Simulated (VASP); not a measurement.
A run of VASP 6.6.1 is set up as follows.

The input INCAR:

```
ALGO     = Normal         # electronic algorithm
EDIFF    = 1E-6           # SCF threshold, eV
ENCUT    = 500            # plane-wave cutoff, eV
GGA      = PE             # functional
GGA_COMPAT= F            
ISIF     = 2              # what is computed and relaxed
ISMEAR   = 0              # smearing method
LASPH    = T              # aspherical terms in the spheres
LCHARG   = F              # write CHGCAR
LREAL    = F              # projectors in reciprocal space
LWAVE    = F              # write WAVECAR
NBANDS   = 17             # bands
NELM     = 120            # most SCF steps
PREC     = Accurate       # precision mode
SIGMA    = 0.05           # smearing width, eV
```

The input KPOINTS:

```
k-points
0
Gamma
  9 9 5
```

The input POSCAR:

```
Pt
1.0
    2.7553058029      0.0000000000      0.0000000000
   -1.3776529014      2.3861648205      0.0000000000
    0.0000000000      0.0000000000      4.7865367713
Pt
2
Direct
    0.3333333333      0.6666666667      0.2500000000
    0.6666666667      0.3333333333      0.7500000000
```

Potentials or basis: VASP PAW PBE potentials, release 64 (Pt).

The run is started by

```console
$ cat potpaw_PBE.64/Pt/POTCAR > POTCAR
$ mpirun -np 1 vasp_std > vasp.out
```

Problem. Predict the pressure.

Solution. -0.5 GPa.

Problem. What does it give for the band gap on the k mesh?

Solution. Zero (bands 10 and 11 overlap by 1.04 eV).

Caveat: spin-orbit coupling is left out, which moves the levels of the heavy elements.
